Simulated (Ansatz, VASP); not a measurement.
**Two plane-wave programs on BaO**

```
Ba O
1.0
     0.00000    2.77187    2.77187
     2.77187    0.00000    2.77187
     2.77187    2.77187    0.00000
Ba O
1 1
Cartesian
  0.0000 0.0000 0.0000
  2.7719 2.7719 2.7719
```

Alike in both runs: task single point; functional PBE; k mesh 6 × 6 × 6; occupations gaussian, width 0.5 eV; no spin polarisation.

|  | VASP | Ansatz |
| --- | --- | --- |
| version | VASP 6.6.1 | Ansatz 0.2.0 |
| potentials or method | VASP PAW PBE potentials, release 64 (Ba_sv, O) | plane waves |
| plane-wave cutoff (eV) | 600 | 420 |
| valence electrons in the cell | 16 | 16 |

|  | VASP | Ansatz | Ansatz less VASP |
| --- | --- | --- | --- |
| pressure (GPa) | 2.8 | 1.2 | -1.60 |

The functional is the same, so the differences come from potentials, cutoffs and numerics.

Neither program's run includes spin-orbit coupling.
